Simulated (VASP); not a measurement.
Input of a VASP 6.6.1 run:

INCAR

```
SYSTEM = ZnS
PREC = Accurate
ENCUT = 520
EDIFF = 1E-6
ISMEAR = -1
SIGMA = 0.01
LREAL = .False.
LASPH = .True.
NELM = 60
ALGO = Normal
ISIF = 2
LWAVE = .False.
LCHARG = .True.
GGA = PS
LELF = .True.
LVHAR = .True.
NBANDS = 16
```

Contents of KPOINTS:

```
regular mesh
0
Gamma
  8 8 8
  0 0 0
```

Contents of POSCAR:

```
ZnS
1.0
    0.0811395000      2.7452197500      2.7452197500
    2.7452197500      0.0811395000      2.7452197500
    2.7452197500      2.7452197500      0.0811395000
Zn S
1 1
Direct
    0.0000000000      0.0000000000      0.0000000000
    0.7500000000      0.7500000000      0.7500000000
```

Potentials or basis: VASP PAW PBE potentials, release 64 (Zn, S).

Launch:

```sh
$ cat potpaw_PBE.64/Zn/POTCAR potpaw_PBE.64/S/POTCAR > POTCAR
$ mpirun -np 1 vasp_std > vasp.out
```

Problem. What does it give for the band gap on the k mesh?

Solution. 1.88 eV.

Problem. Predict the largest force.

Solution. 0.214 eV/Å.

Problem. What does it give for the pressure?

Solution. -1.7 GPa.

Forces on the atoms (eV/Å):
```
Zn  -0.123 -0.123 -0.123
S    0.123  0.123  0.123
```

Caveat: the cell differs from its parent crystal (equal xy, yz and zx shear strains of +3 %); the PAW data sets were made with another functional, which shifts forces and pressure a little.
